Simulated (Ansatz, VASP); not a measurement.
# Ga in VASP and in Ansatz

```
CELL_PARAMETERS angstrom
2.93890 0.00000 0.00000
-1.46945 2.54516 0.00000
0.00000 0.00000 9.17957
ATOMIC_POSITIONS crystal
Ga 0.00000 0.00000 0.00000
Ga 0.00000 0.00000 0.50000
Ga 0.33333 0.66667 0.25000
Ga 0.66667 0.33333 0.75000
```

Alike in both runs: functional LDA; k mesh 12 × 12 × 4; occupations fermi-dirac, width 0.1 eV; no spin polarisation.

Ansatz relaxed the structure, and its values are those at the end. VASP's run is a single point on that final structure, the one shown.

```csv
,VASP,Ansatz
version,VASP 6.6.1,Ansatz 0.2.0
potentials or method,"VASP PAW LDA potentials, release 64 (Ga_d), cutoff 520 eV","plane waves (420 eV) with PAW, scalar-relativistic"
valence electrons in the cell,52,52
```

```csv
,VASP,Ansatz,Ansatz less VASP
pressure (GPa),0.1,0.0,-0.07
```

Ansatz warns that its potentials were made for another functional, while VASP's fit it. LDA's correlation is that of Perdew and Zunger in VASP and of Perdew and Wang (1992) in Ansatz.
